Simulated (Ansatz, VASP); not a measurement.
## One calculation of Be2C, two programs

```
Be C
1.0
     0.00000    2.16049    2.16049
     2.16049    0.00000    2.16049
     2.16049    2.16049    0.00000
Be C
2 1
Cartesian
  3.2407 3.2407 3.2407
  1.0802 1.0802 1.0802
  0.0000 0.0000 0.0000
```

Alike in both runs: task single point; functional PBE-based screened hybrid; k mesh 4 × 4 × 4; no spin polarisation.

|  | VASP | Ansatz |
| --- | --- | --- |
| version | VASP 6.6.1 | Ansatz 0.2.0 |
| potentials or method | VASP PAW PBE potentials, release 64 (Be, C) | plane waves |
| plane-wave cutoff (eV) | 520 | 420 |
| occupations | gaussian, width 0.01 eV | fixed |
| valence electrons in the cell | 8 | 8 |

```tsv
	VASP	Ansatz	Ansatz less VASP
gap on the k mesh at the Fermi level (eV)	4.73	4.60	-0.124
pressure (GPa)	-8.6	-7.8	+0.80
```

VASP's potentials were made for PBE, not for PBE-based screened hybrid. Ansatz's warnings: stress exchange threshold loose, stress scf threshold loose.

The k mesh is coarse, so the values compare programs but aren't converged.
